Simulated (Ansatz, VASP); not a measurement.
**One calculation of Au, two programs**

File POSCAR:

```
Au
1.0
   -1.6572690000      1.6572690000      1.6572690000
    1.6572690000     -1.6572690000      1.6572690000
    1.6572690000      1.6572690000     -1.6572690000
Au
1
Direct
    0.0000000000      0.0000000000      0.0000000000
```

INCAR.step1

```
PREC     = Accurate       # precision mode
ENCUT    = 520            # plane-wave cutoff, eV
ISMEAR   = 0              # smearing method
SIGMA    = 0.1            # smearing width, eV
LREAL    = F              # projectors in reciprocal space
LASPH    = T              # aspherical terms in the spheres
NELM     = 100            # most SCF steps
NBANDS   = 12             # bands
GGA      = PE             # functional
ALGO     = Normal         # electronic algorithm
EDIFF    = 1E-4           # SCF threshold, eV
LWAVE    = T              # write WAVECAR
LCHARG   = F              # write CHGCAR
```

The input INCAR.step2:

```
PREC     = Accurate       # precision mode
ENCUT    = 520            # plane-wave cutoff, eV
EDIFF    = 1E-6           # SCF threshold, eV
ISMEAR   = 0              # smearing method
SIGMA    = 0.1            # smearing width, eV
LREAL    = F              # projectors in reciprocal space
LASPH    = T              # aspherical terms in the spheres
NELM     = 100            # most SCF steps
ALGO     = Normal         # electronic algorithm
ISIF     = 2              # what is computed and relaxed
LWAVE    = F              # write WAVECAR
LCHARG   = T              # write CHGCAR
METAGGA  = R2SCAN         # meta-GGA
LMIXTAU  = T            
LELF     = T              # ELF
LVHAR    = T            
NBANDS   = 12             # bands
ISTART   = 1
```

KPOINTS

```
Automatic mesh
0
Gamma
  18 18 18
```

Input for Ansatz:

```yaml
crystal:
  lattice:
    - [-1.657269, 1.657269, 1.657269]
    - [1.657269, -1.657269, 1.657269]
    - [1.657269, 1.657269, -1.657269]
  atoms:
    - { symbol: Au, position: [0.0, 0.0, 0.0] }
basis:
  ecutwfc: 500
kpoints:
  mp_grid: { grid: [18, 18, 18] }
hamiltonian:
  xc: r2scan
scf:
  occupations: { method: gaussian, width: 0.1 }
output:
  forces: true
  stress: true
  eigenvalues: true
  populations: true
```

Alike in both runs: task single point; functional r2SCAN; k mesh 18 × 18 × 18; occupations gaussian, width 0.1 eV; no spin polarisation.

```csv
,VASP,Ansatz
version,VASP 6.6.1,Ansatz 0.2.0
potentials or method,"VASP PAW PBE potentials, release 64 (Au), cutoff 520 eV","scalar-relativistic, plane waves, PAW"
valence electrons in the cell,11,19
```

|  | VASP | Ansatz | Ansatz less VASP |
| --- | --- | --- | --- |
| gap on the k mesh at the Fermi level (eV) | none | none | - |
| pressure (GPa) | -4.7 | -4.9 | -0.21 |

VASP's potentials were made for PBE, not for r2SCAN. A gap of «none» marks a metal or a gap that the smearing closes. With one functional, cell and mesh, what is left measures potentials, basis and numerics. VASP's potentials hold 11 valence electrons a cell and Ansatz's 19, so a difference there can come from the potentials and not from the codes.

Spin-orbit coupling is off throughout.
